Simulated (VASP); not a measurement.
# SiNi2 (P2_1/m) in VASP: single point with PBE

Aim: the single point of SiNi2 with PBE.

Everything below comes from runs of VASP 6.6.1. Logs are shortened: lines on timing, memory, paths and dates and some standing lists are left out, and cuts for length are marked.

## 1. The cell of the first run

The structure is monoclinic, space group P2_1/m (No. 11). Conventional cell: a = 4.859 Å, b = 3.868 Å, c = 7.009 Å, α = 90.00°, β = 93.75°, γ = 90.00°. Within 3.0 Å of Si (site symmetry m) lie 10 Ni at 2.27 to 2.64 Å and 1 Si at 2.98 Å. Si (site symmetry m) has 10 Ni at 2.23 to 2.69 Å and 1 Si at 2.98 Å within 3.0 Å. Within 3.2 Å of Ni (site symmetry m) lie 6 Si at 2.33 to 3.20 Å and 8 Ni at 2.47 to 2.70 Å. Within 3.1 Å of Ni (site symmetry m) lie 5 Si at 2.36 to 2.57 Å and 8 Ni at 2.47 to 2.78 Å. Ni (site symmetry m) has 5 Si at 2.23 to 2.69 Å and 8 Ni at 2.50 to 2.71 Å within 2.9 Å. Within 3.0 Å of Ni (site symmetry m) lie 5 Si at 2.27 to 2.64 Å and 8 Ni at 2.54 to 2.78 Å.

## 2. Single point, PBE

INCAR reads:

```
SYSTEM = SiNi2
ALGO     = Fast           ! electronic algorithm
EDIFF    = 1E-6           ! SCF threshold, eV
ENCUT    = 520            ! plane-wave cutoff, eV
GGA      = PE             ! functional
ISIF     = 2              ! what is computed and relaxed
ISMEAR   = 0              ! smearing method
LASPH    = .True.         ! aspherical terms in the spheres
LCHARG   = .False.        ! write CHGCAR
LREAL    = .False.        ! projectors in reciprocal space
LWAVE    = .False.        ! write WAVECAR
NBANDS   = 60             ! bands
NELM     = 100            ! most SCF steps
PREC     = Accurate       ! precision mode
SIGMA    = 0.1            ! smearing width, eV
```

KPOINTS reads:

```
k-points
0
Gamma
  9 3 12
  0 0 0
```

POSCAR reads:

```
SiNi2
1.0
    3.8679403894      0.0000000000      0.0000000000
    0.0000000000     11.6038211683      0.0000000000
    0.0000000000     -3.8771253719      2.9286637907
Si Ni
4 8
Direct
    0.2500000000      0.6146319418      0.5162568120
    0.7500000000      0.3853680582      0.4837431880
    0.2500000000      0.8853680582      0.5577290448
    0.7500000000      0.1146319418      0.4422709552
    0.2500000000      0.2961226573      0.0516641011
    0.7500000000      0.7038773427      0.9483358989
    0.2500000000      0.2038773427      0.3671734719
    0.7500000000      0.7961226573      0.6328265281
    0.2500000000      0.9396510476      0.2099390505
    0.7500000000      0.0603489524      0.7900609495
    0.2500000000      0.5603489524      0.9513348599
    0.7500000000      0.4396510476      0.0486651401
```

Potentials or basis: VASP PAW PBE potentials, release 64 (Si, Ni).

Command:

```console
cat potpaw_PBE.64/Si/POTCAR potpaw_PBE.64/Ni/POTCAR > POTCAR
mpirun -np 1 vasp_std > vasp.out
```

OUTCAR:

```text
SYSTEM = SiNi2
   EDIFF = 1E-6
   ENCUT = 520
   GGA = PE
   ISIF = 2
   ISMEAR = 0
   LASPH = .True.
   LREAL = .False.
   NELM = 100
   PREC = Accurate

 ion  position               nearest neighbor table
   1  0.250  0.615  0.516-  11 2.27   9 2.30   5 2.33  12 2.38  12 2.38   6 2.40   6 2.40   8 2.57
                             8 2.57  11 2.64   3 2.98
   2  0.750  0.385  0.484-  12 2.27  10 2.30   6 2.33  11 2.38  11 2.38   5 2.40   5 2.40   7 2.57
                             7 2.57  12 2.64   4 2.98
   3  0.250  0.885  0.558-   9 2.23  11 2.27  10 2.34  10 2.34   8 2.36   8 2.36   7 2.44   6 2.64
                             6 2.64   9 2.69   1 2.98
   4  0.750  0.115  0.442-  10 2.23  12 2.27   9 2.34   9 2.34   7 2.36   7 2.36   8 2.44   5 2.64
                             5 2.64  10 2.69   2 2.98
   5  0.250  0.296  0.052-   1 2.33   2 2.40   2 2.40   7 2.47   7 2.55  12 2.56  12 2.56   9 2.62
                             4 2.64   4 2.64  11 2.67  10 2.70  10 2.70
   6  0.750  0.704  0.948-   2 2.33   1 2.40   1 2.40   8 2.47   8 2.55  11 2.56  11 2.56  10 2.62
                             3 2.64   3 2.64  12 2.67   9 2.70   9 2.70
   7  0.250  0.204  0.367-   4 2.36   4 2.36   3 2.44   5 2.47   9 2.50  11 2.54   5 2.55   2 2.57
                             2 2.57  10 2.63  10 2.63  12 2.78  12 2.78
   8  0.750  0.796  0.633-   3 2.36   3 2.36   4 2.44   6 2.47  10 2.50  12 2.54   6 2.55   1 2.57
                             1 2.57   9 2.63   9 2.63  11 2.78  11 2.78
   9  0.250  0.940  0.210-   3 2.23   1 2.30   4 2.34   4 2.34   7 2.50   5 2.62   8 2.63   8 2.63
                             3 2.69   6 2.70   6 2.70  10 2.71  10 2.71
  10  0.750  0.060  0.790-   4 2.23   2 2.30   3 2.34   3 2.34   8 2.50   6 2.62   7 2.63   7 2.63
                             4 2.69   5 2.70   5 2.70   9 2.71   9 2.71
  11  0.250  0.560  0.951-   3 2.27   1 2.27   2 2.38   2 2.38   7 2.54   6 2.56   6 2.56  12 2.64
                            12 2.64   1 2.64   5 2.67   8 2.78   8 2.78
  12  0.750  0.440  0.049-   4 2.27   2 2.27   1 2.38   1 2.38   8 2.54   5 2.56   5 2.56  11 2.64
                            11 2.64   2 2.64   6 2.67   7 2.78   7 2.78

  LATTYP: Found a simple monoclinic cell.
 ALAT       =     4.8589271191
 B/A-ratio  =     0.7960482416
 C/A-ratio  =     1.4425200349
 COS(beta)  =    -0.0654460276

  Lattice vectors:

 A1 = (   0.0000000000,  -3.8771253719,   2.9286637907)
 A2 = (  -3.8679403894,   0.0000000000,   0.0000000000)
 A3 = (   0.0000000000,  -3.8495704245,  -5.8573275814)

Analysis of symmetry for initial positions (statically):
=====================================================================
 Subroutine PRICEL returns:
 Original cell was already a primitive cell.

 Routine SETGRP: Setting up the symmetry group for a
 simple monoclinic supercell.

 Subroutine GETGRP returns: Found  4 space group operations
 (whereof  2 operations were pure point group operations)
 out of a pool of  4 trial point group operations.

The static configuration has the point symmetry S_2 .
 The point group associated with its full space group is C_2h.

Analysis of symmetry for dynamics (positions and initial velocities):
=====================================================================
 Subroutine PRICEL returns:
 Original cell was already a primitive cell.

 Routine SETGRP: Setting up the symmetry group for a
 simple monoclinic supercell.

 Subroutine GETGRP returns: Found  4 space group operations
 (whereof  2 operations were pure point group operations)
 out of a pool of  4 trial point group operations.

The dynamic configuration has the point symmetry S_2 .
 The point group associated with its full space group is C_2h.

 Subroutine INISYM returns: Found  4 space group operations
 (whereof  2 operations are pure point group operations),
 and found     1 'primitive' translations

----------------------------------------------------------------------------------------

                                     Primitive cell

  volume of cell :     131.4469

  direct lattice vectors                    reciprocal lattice vectors
     3.867940389  0.000000000  0.000000000     0.258535525  0.000000000  0.000000000
     0.000000000 11.603821168  0.000000000     0.000000000  0.086178508  0.114087825
     0.000000000 -3.877125372  2.928663791     0.000000000  0.000000000  0.341452646

  length of vectors
     3.867940389 11.603821168  4.858927119     0.258535525  0.142978205  0.341452646

  position of ions in fractional coordinates (direct lattice)
     0.250000000  0.614631942  0.516256812
     0.750000000  0.385368058  0.483743188
     0.250000000  0.885368058  0.557729045
     0.750000000  0.114631942  0.442270955
     0.250000000  0.296122657  0.051664101
     0.750000000  0.703877343  0.948335899
     0.250000000  0.203877343  0.367173472
     0.750000000  0.796122657  0.632826528
     0.250000000  0.939651048  0.209939050
     0.750000000  0.060348952  0.790060950
     0.250000000  0.560348952  0.951334860
     0.750000000  0.439651048  0.048665140

  ion indices of the primitive-cell ions
   primitive index   ion index
                 1           1
                 2           2
                 3           3
                 4           4
                 5           5
                 6           6
                 7           7
                 8           8
                 9           9
                10          10
                11          11
                12          12

----------------------------------------------------------------------------------------

 KPOINTS: k-points

Automatic generation of k-mesh.
 Grid dimensions read from file:
 generate k-points for:    9    3   12

 Generating k-lattice:

  Cartesian coordinates                     Fractional coordinates (reciprocal lattice)
     0.028726169  0.000000000  0.000000000     0.111111111  0.000000000  0.000000000
     0.000000000  0.028726169  0.038029275     0.000000000  0.333333333 -0.000000000
     0.000000000  0.000000000  0.028454387     0.000000000  0.000000000  0.083333333

  Length of vectors
     0.028726169  0.047659402  0.028454387

  Shift w.r.t. Gamma in fractional coordinates (k-lattice)
     0.000000000  0.000000000  0.000000000

 Subroutine IBZKPT returns following result:
 ===========================================

 Found     95 irreducible k-points:

 Following reciprocal coordinates:
            Coordinates               Weight
  0.000000  0.000000  0.000000      1.000000
  0.111111  0.000000  0.000000      2.000000
  0.222222  0.000000  0.000000      2.000000
  0.333333  0.000000  0.000000      2.000000
  0.444444  0.000000  0.000000      2.000000
  0.000000  0.333333  0.000000      2.000000
[... 16 lines left out ...]
  0.222222 -0.333333  0.083333      4.000000
  0.333333 -0.333333  0.083333      4.000000
 [... further k-points ...]
   k-points           NKPTS =     95   k-points in BZ     NKDIM =     95   number of bands    NBANDS=     60
   number of dos      NEDOS =    301   number of ions     NIONS =     12
   total plane-waves  NPLWV =  97200
   dimension x,y,z NGX =    30 NGY =   90 NGZ =   36
   dimension x,y,z NGXF=    60 NGYF=  180 NGZF=   72
   ions per type =               4   8
   NGX,Y,Z   is equivalent  to a cutoff of  12.89, 12.89, 12.32 a.u.
   NGXF,Y,Z  is equivalent  to a cutoff of  25.79, 25.79, 24.63 a.u.
 SYSTEM =  SiNi2
   PREC   = accura    normal or accurate (medium, high low for compatibility)
   ISTART =      0    job   : 0-new  1-cont  2-samecut
   ICHARG =      2    charge: 1-file 2-atom 10-const
   ISPIN  =      1    spin polarized calculation?
   LNONCOLLINEAR =      F non collinear calculations
   LSORBIT =      F    spin-orbit coupling
   LASPH  =      T    aspherical Exc in radial PAW
   ENCUT  =  520.0 eV  38.22 Ry    6.18 a.u.   7.19 21.58  9.03*2*pi/ulx,y,z
   NELM   =    100;   NELMIN=  2; NELMDL= -5     # of ELM steps
   EDIFF  = 0.1E-05   stopping-criterion for ELM
   LREAL  =      F    real-space projection
   EDIFFG = 0.1E-04   stopping-criterion for IOM
   NSW    =      0    number of steps for IOM
   IBRION =     -1    ionic relax: 0-MD 1-quasi-New 2-CG
   NFREE  =      0    steps in history (QN), initial steepest desc. (CG)
   ISIF   =      2    stress and relaxation
   ISYM   =      2    0-nonsym 1-usesym 2-fastsym
   POTIM  = 0.5000    time-step for ionic-motion
   TEBEG  =    0.0;   TEEND  =   0.0 temperature during run
   PSTRESS=    0.0 pullay stress
   NELECT =      96.0000    total number of electrons
   NUPDOWN=      -1.0000    fix difference up-down
   EMIN   =  10.00;   EMAX   =-10.00  energy-range for DOS
   EFERMI =   0.00;   METHOD = LEGACY
   ISMEAR =     0;   SIGMA  =   0.10  broadening in eV -4-tet -1-fermi 0-gaus
   EFERMI_NEDOS =   21; number of points for ismear=-14 and -15
   IALGO  =     68    algorithm
   IMIX   =      4    mixing-type and parameters
     AMIX     =   0.40;   BMIX     =  1.00
     AMIX_MAG =   1.60;   BMIX_MAG =  1.00
  volume/ion in A,a.u.               =      10.95        73.92
  Fermi-wavevector in a.u.,A,eV,Ry     =   1.474286  2.785997 29.572533  2.173520
  Thomas-Fermi vector in A             =   2.589076
   LORBIT       =      0    0 simple, 1 ext, 2 COOP (PROOUT), +10 PAW based schemes
   GGA     = PE    functional components
   LHFCALC =     F    Hartree Fock is set to
   AEXX    =    0.0000 exact exchange contribution
   IVDW    =     0    specifies the selected vdW correction
   LEPSILON=     F    determine dielectric tensor
   LRPA    =     F    only Hartree local field effects (RPA)
 non-spin polarized calculation
 RMM-DIIS sequential band-by-band and
 Gauss-broadening in eV      SIGMA  =   0.10
  energy-cutoff  :      520.00
  volume of cell :      131.45
 maximum number of plane-waves:      3563
 NGX is ok and might be reduce to    30
   NGX = 15   NGY = 43   NGZ = 19

 number of electron      96.0000058 magnetization

 Free energy of the ion-electron system (eV)
  ---------------------------------------------------
  ext. energy  EPLUGINS =         0.00000000
  ---------------------------------------------------
  free energy    TOTEN  =       -71.79118443 eV

  energy without entropy =      -71.76187513  energy(sigma->0) =      -71.77652978

 E-fermi :  11.0569     XC(G=0): -12.9114

 val. band max:       11.0549161098   @ k =   0.3333   0.0000   0.2500
 cond. band min:      11.0677973696   @ k =   0.0000   0.0000   0.0000
 fundamental gap:      0.0128812597
 Fermi energy:        11.0569041886

 k-point     1 :       0.0000    0.0000    0.0000
  band No.  band energies     occupation
      1      -1.5443      2.00000
      2       1.0891      2.00000
      3       1.1010      2.00000
      4       3.1692      2.00000
      5       4.6576      2.00000
      6       5.0236      2.00000
[... 52 lines left out ...]
     59      15.8804      0.00000
     60      16.4672      0.00000

 k-point     2 :       0.1111    0.0000    0.0000
  band No.  band energies     occupation
      1      -1.4261      2.00000
      2       1.1556      2.00000
      3       1.1904      2.00000
      4       3.1724      2.00000
      5       4.7524      2.00000
      6       5.0022      2.00000
[... 1375 lines left out ...]
     59      16.3627      0.00000
     60      16.4567      0.00000

 k-point    24 :       0.3333   -0.3333    0.0833
  band No.  band energies     occupation
      1      -0.3977      2.00000
      2       1.0415      2.00000
      3       2.1021      2.00000
      4       2.9013      2.00000
      5       4.1983      2.00000
      6       4.9665      2.00000
[... 52 lines left out ...]
     59      16.2704      0.00000
     60      16.5729      0.00000

 [... further k-points ...]

------------------------ aborting loop because EDIFF is reached ----------------------------------------

  FORCE on cell =-STRESS in cart. coord.  units (eV):
  Direction    XX          YY          ZZ          XY          YZ          ZX
  --------------------------------------------------------------------------------------
  -------------------------------------------------------------------------------------
  Total       -4.6709775      8.6047708      0.7342901      0.0000000     -0.6087718      0.0000000
  in kB      -56.9335206    104.8816642      8.9501011      0.0000000     -7.4201856      0.0000000
  external PRESSURE =      18.9660816 kB  Pullay stress =       0.0000000 kB

 VOLUME and BASIS-vectors are now :
 -----------------------------------------------------------------------------
  energy-cutoff  :      520.00
  volume of cell :      131.45
      direct lattice vectors                 reciprocal lattice vectors
     3.867940389  0.000000000  0.000000000     0.258535525  0.000000000  0.000000000
     0.000000000 11.603821168  0.000000000     0.000000000  0.086178508  0.114087825
     0.000000000 -3.877125372  2.928663791     0.000000000  0.000000000  0.341452646

 POSITION                                       TOTAL-FORCE (eV/Angst)
 -----------------------------------------------------------------------------------
      0.96699      5.13049      1.51194        -0.000000     -0.129324      0.224846
      2.90096      2.59621      1.41672         0.000000      0.129324     -0.224846
      0.96699      8.11127      1.63340        -0.000000     -0.249880      0.498248
      2.90096     -0.38457      1.29526        -0.000000      0.249880     -0.498248
      0.96699      3.23585      0.15131        -0.000000     -0.057722     -0.145010
      2.90096      4.49085      2.77736        -0.000000      0.057722      0.145010
      0.96699      0.94218      1.07533        -0.000000     -0.023323     -0.122881
      2.90096      6.78452      1.85334        -0.000000      0.023323      0.122881
      0.96699     10.08958      0.61484        -0.000000      0.217206     -0.278177
      2.90096     -2.36289      2.31382        -0.000000     -0.217206      0.278177
      0.96699      2.81374      2.78614         0.000000      0.023425     -0.415069
      2.90096      4.91295      0.14252        -0.000000     -0.023425      0.415069
 -----------------------------------------------------------------------------------
    total drift:                                0.000000     -0.000000      0.000000

  FREE ENERGIE OF THE ION-ELECTRON SYSTEM (eV)
  ---------------------------------------------------
  free  energy   TOTEN  =       -71.7911844315 eV

  energy  without entropy=      -71.7618751326  energy(sigma->0) =      -71.77652978
```

Run time: 11 min. Hardware: 1 thread of Intel Xeon 6975P-C (Granite Rapids), shared host; peak memory 0.66 GiB.

What came out:

```yaml
Free_energy: -71.7912 eV
Pressure: 1.9 GPa
Largest_force: 0.557 eV/Å
Band_gap_on_the_k_mesh: zero (bands 48 and 49 overlap by 1.88 eV)
```

Forces in eV/Å, atoms in the order of the input:
```
Si   0.000 -0.129  0.225
Si   0.000  0.129 -0.225
Si   0.000 -0.250  0.498
Si   0.000  0.250 -0.498
Ni   0.000 -0.058 -0.145
Ni   0.000  0.058  0.145
Ni   0.000 -0.023 -0.123
Ni   0.000  0.023  0.123
Ni   0.000  0.217 -0.278
Ni   0.000 -0.217  0.278
Ni   0.000  0.023 -0.415
Ni   0.000 -0.023  0.415
```

Stress tensor (GPa, compression positive):
```
-5.69  0.00  0.00
 0.00 10.49 -0.74
 0.00 -0.74  0.90
```

Caveat: the stress differs along the axes, from -6 to 10 GPa.
